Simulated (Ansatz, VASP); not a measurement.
## MgC18 in VASP and in Ansatz

```
C Mg
1.0
     7.39800    0.00000    0.00000
    -3.69900    6.40686    0.00000
     0.00000    0.00000   12.00000
C Mg
18 1
Direct
  0.99913 0.00159 0.08283
  0.22150 0.11279 0.08311
  0.99872 0.33560 0.08303
  0.22027 0.44564 0.08300
  0.99871 0.66721 0.08314
  0.22026 0.77870 0.08302
  0.33156 0.00130 0.08301
  0.55311 0.11281 0.08299
  0.33157 0.33434 0.08303
  0.55313 0.44441 0.08310
  0.33031 0.66719 0.08301
  0.55269 0.77837 0.08267
  0.66431 0.00161 0.08262
  0.88755 0.11322 0.08271
  0.66463 0.33436 0.08301
  0.88722 0.44566 0.08303
  0.66433 0.66679 0.08280
  0.88752 0.77840 0.08288
  0.77354 0.89143 0.25449
```

Alike in both runs: functional LDA; k mesh 2 × 2 × 1; occupations fermi-dirac, width 0.05 eV; no spin polarisation.

Ansatz relaxed the structure, and its values are those at the end. VASP's run is a single point on that final structure, the one shown.

```csv
,VASP,Ansatz
version,VASP 6.6.1,Ansatz 0.2.0
potentials or method,"VASP PAW LDA potentials, release 64 (C, Mg), cutoff 520 eV","scalar-relativistic, plane waves, PAW"
valence electrons in the cell,74,82
```

Ansatz gave:

- rms of the force components (eV/Å): 0.005

Task: Estimate VASP's values.

Result: rms of the force components (eV/Å): 0.008.

LDA's correlation is that of Perdew and Zunger in VASP and of Perdew and Wang (1992) in Ansatz. VASP's potentials hold 74 valence electrons a cell and Ansatz's 82, so a difference there can come from the potentials and not from the codes.

The k mesh is coarse, so the values compare programs but aren't converged.
